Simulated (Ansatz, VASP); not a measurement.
# Be3ZnSe4 in VASP and in Ansatz

Contents of INCAR:

```
SYSTEM = Be3ZnSe4
ALGO     = Normal         ! electronic algorithm
EDIFF    = 1E-6           ! SCF threshold, eV
EDIFFG   = -0.01          ! ionic threshold
ENCUT    = 600            ! plane-wave cutoff, eV
GGA      = PE             ! functional
IBRION   = 2              ! ionic algorithm
ISIF     = 3              ! what is computed and relaxed
ISMEAR   = 0              ! smearing method
LASPH    = .TRUE.         ! aspherical terms in the spheres
LCHARG   = .FALSE.        ! write CHGCAR
LREAL    = .FALSE.        ! projectors in reciprocal space
LWAVE    = .FALSE.        ! write WAVECAR
NELM     = 100            ! most SCF steps
NSW      = 100            ! ionic steps
PREC     = Accurate       ! precision mode
SIGMA    = 0.02           ! smearing width, eV
```

The input KPOINTS:

```
k-points
0
G
  6 4 4
  0 0 0
```

POSCAR

```
Be3ZnSe4
1.0
    3.7476949000      0.0000000000      0.0000000000
    0.0000000000      7.5240339000      0.0000000000
    0.0000000000      0.0000000000      5.3274729000
Be Zn Se
3 1 4
Direct
    0.0000000000      0.5000000000      0.0030870000
    0.5000000000      0.7400880000      0.5001720000
    0.5000000000      0.2599120000      0.5001720000
    0.0000000000      0.0000000000      0.0006600000
    0.0000000000      0.2669960000      0.2628320000
    0.0000000000      0.7330040000      0.2628320000
    0.5000000000      0.0000000000      0.7099910000
    0.5000000000      0.5000000000      0.7602540000
```

Input for Ansatz:

```yaml
crystal:
  lattice:
    - [3.7476949, 0.0, 0.0]
    - [0.0, 7.5240339, 0.0]
    - [0.0, 0.0, 5.3274729]
  atoms:
    - { symbol: Be, position: [0.0, 0.5, 0.003087] }
    - { symbol: Be, position: [0.5, 0.740088, 0.500172] }
    - { symbol: Be, position: [0.5, 0.259912, 0.500172] }
    - { symbol: Zn, position: [0.0, 0.0, 0.00066] }
    - { symbol: Se, position: [0.0, 0.266996, 0.262832] }
    - { symbol: Se, position: [0.0, 0.733004, 0.262832] }
    - { symbol: Se, position: [0.5, 0.0, 0.709991] }
    - { symbol: Se, position: [0.5, 0.5, 0.760254] }
basis:
  ecutwfc: 420
kpoints:
  mp_grid: { grid: [6, 4, 4] }
hamiltonian:
  xc: pbe
scf:
  occupations: { method: gaussian, width: 0.02 }
output:
  forces: true
  stress: true
  eigenvalues: true
  write_density: true
  write_potential: true
  elf: true
  volumetric_format: npy
relax:
  adjacent_minimum: "off"
  f_tol: 0.01
  max_steps: 80
  cell: { stress_tol: 0.05 }
```

Alike in both runs: task relaxation of cell and atoms; functional PBE; k mesh 6 × 4 × 4; occupations gaussian, width 0.02 eV; no spin polarisation.

|  | VASP | Ansatz |
| --- | --- | --- |
| version | VASP 6.6.1 | Ansatz 0.2.0 |
| potentials or method | VASP PAW PBE potentials, release 64 (Be, Zn, Se), cutoff 600 eV | scalar-relativistic, plane waves, PAW |
| valence electrons in the cell | 42 | 82 |

```tsv
	VASP	Ansatz	Ansatz less VASP
gap on the k mesh at the Fermi level, each at its own relaxed structure (eV)	2.52	2.53	+0.005
relaxed volume (Å³/atom)	18.84	18.78	-0.058
relaxed cell length with the largest relative difference (Å)	3.752	3.748	-0.0039
```

VASP's potentials hold 42 valence electrons a cell and Ansatz's 82, so a difference there can come from the potentials and not from the codes.
